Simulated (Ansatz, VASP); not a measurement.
Sb: VASP beside Ansatz

```xyz
2
Lattice="2.1506 1.2416 3.7440 -2.1506 1.2416 3.7440 0.0000 -2.4833 3.7440" Properties=species:S:1:pos:R:3 pbc="T T T"
Sb    0.0000    0.0000    2.6242
Sb    0.0000    0.0000    8.6078
```

Alike in both runs: task single point; functional LDA; k mesh 6 × 6 × 6; occupations gaussian, width 0.1 eV; no spin polarisation.

```csv
,VASP,Ansatz
version,VASP 6.6.1,Ansatz 0.2.0
potentials or method,"VASP PAW LDA potentials, release 64 (Sb), cutoff 500 eV","scalar-relativistic, plane waves, PAW"
valence electrons in the cell,10,30
```

VASP gave:

- gap on the k mesh at the Fermi level (eV): none
- pressure (GPa): -0.5
- traceless stress, the component that is largest in VASP (GPa): -0.20
- rms of the force components (eV/Å): 0.005

**Question.** Which values does Ansatz return?

**Answer.** gap on the k mesh at the Fermi level (eV): none; pressure (GPa): -0.8; traceless stress, the component that is largest in VASP (GPa): -0.13; rms of the force components (eV/Å): 0.034.

LDA's correlation is that of Perdew and Zunger in VASP and of Perdew and Wang (1992) in Ansatz. Atom by atom the forces differ by 0.038 eV/Å (rms over components). A gap of «none» marks a metal or a gap that the smearing closes. VASP's potentials hold 10 valence electrons a cell and Ansatz's 30, so a difference there can come from the potentials and not from the codes.

Neither program's run includes spin-orbit coupling.
